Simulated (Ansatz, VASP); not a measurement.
**TiAl: VASP beside Ansatz**

```
CELL_PARAMETERS angstrom
3.18778 0.00000 0.00000
0.00000 3.18778 0.00000
0.00000 0.00000 3.18778
ATOMIC_POSITIONS crystal
Ti 0.50000 0.50000 0.50000
Al 0.00000 0.00000 0.00000
```

Alike in both runs: task single point; functional PBEsol; k mesh 7 × 7 × 7; occupations fermi-dirac, width 0.15 eV; no spin polarisation.

```csv
,VASP,Ansatz
version,VASP 6.6.1,Ansatz 0.2.0
potentials or method,"VASP PAW PBE potentials, release 64 (Ti_sv, Al)","plane waves, PAW"
plane-wave cutoff (eV),500,420
valence electrons in the cell,15,15
```

```csv
,VASP,Ansatz,Ansatz less VASP
pressure (GPa),-2.9,-2.8,+0.02
```

VASP's potentials were made for PBE, not for PBEsol. With one functional, cell and mesh, what is left measures potentials, basis and numerics.
